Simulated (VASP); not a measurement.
Crystal: GaP.

```
CELL_PARAMETERS angstrom
0.00000 2.76111 2.76111
2.76111 0.00000 2.76111
2.76111 2.76111 0.00000
ATOMIC_POSITIONS crystal
Ga 0.00000 0.00000 0.00000
P 0.75000 0.75000 0.75000
```

Base run:

* Program: VASP 6.6.1
* Functional: revPBE
* Potentials or basis: VASP PAW PBE potentials, release 64 (Ga_d, P)
* Cutoff: 520 eV
* k mesh: 8 × 8 × 8
* Occupations: fermi-dirac, width 0.05 eV
* Spin: no spin polarisation

Its results: band gap on the k mesh 1.60 eV; pressure 0.6 GPa.

Question: After a change of settings the same cell gave: band gap on the k mesh 2.46 eV (least direct gap 2.58 eV); pressure -3.3 GPa. Which change was it?
A. functional from revPBE to r2SCANh; k mesh from 8 × 8 × 8 to 4 × 4 × 4
B. functional from revPBE to b88 exchange, pbe correlation; cutoff from 520 eV to 500 eV
C. functional from revPBE to BLYP; dispersion from none to D3(BJ)
D. functional from revPBE to HF; k mesh from 8 × 8 × 8 to 4 × 4 × 4

Answer: A.

Caveats: some runs use coarse meshes; the PAW data sets were made with another functional, which shifts forces and pressure a little.
